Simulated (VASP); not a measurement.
**Al: relaxation of cell and atoms with PBEsol**

Crystal: Al.

```
Al
1.0
    -1.60713    1.60713    1.60713
     1.60713   -1.60713    1.60713
     1.60713    1.60713   -1.60713
Al
1
Direct
  0.00000 0.00000 0.00000
```

This isn't the form of Al at room conditions, which is fcc.

```json
{"Program": "VASP 6.6.1", "Task": "relaxation of cell and atoms", "Functional": "PBEsol", "Potentials or basis": "VASP PAW PBE potentials, release 64 (Al)", "Cutoff": "600 eV", "k mesh": "18 × 18 × 18", "Occupations": "gaussian, width 0.1 eV", "Spin": "no spin polarisation", "Dipole correction": "no", "Further INCAR settings": "ALGO = Normal; EDIFF = 1e-06; IBRION = 2; EDIFFG = -0.01; NSW = 80; ISIF = 3"}
```

```yaml
Pressure_after_relaxing: 0.0 GPa
Band_gap_on_the_k_mesh: zero (an odd number of electrons rules out a gap without spin polarisation)
```

Final structure:
```
Al
1.0
    -1.60713    1.60713    1.60713
     1.60713   -1.60713    1.60713
     1.60713    1.60713   -1.60713
Al
1
Cartesian
  0.0000 0.0000 0.0000
```

Levels at points of the mesh, in eV from the Fermi level:
```
           k point  band 1  band 2  band 3  band 4
(0.00, 0.00, 0.00)  -11.09   13.20   13.20   13.20
(0.50, 0.00, 0.00)   -4.30   -3.86    8.10    8.23
(0.50, 0.50, 0.50)    1.85    1.85    1.85    2.97
```

Run time: 18 s on 1 thread of Intel Xeon 8259CL, on a shared host, peak memory 0.14 GiB.

Caveat: the relaxation stopped at its first step, so nothing moved; the PAW data sets were made with another functional, which shifts forces and pressure a little.
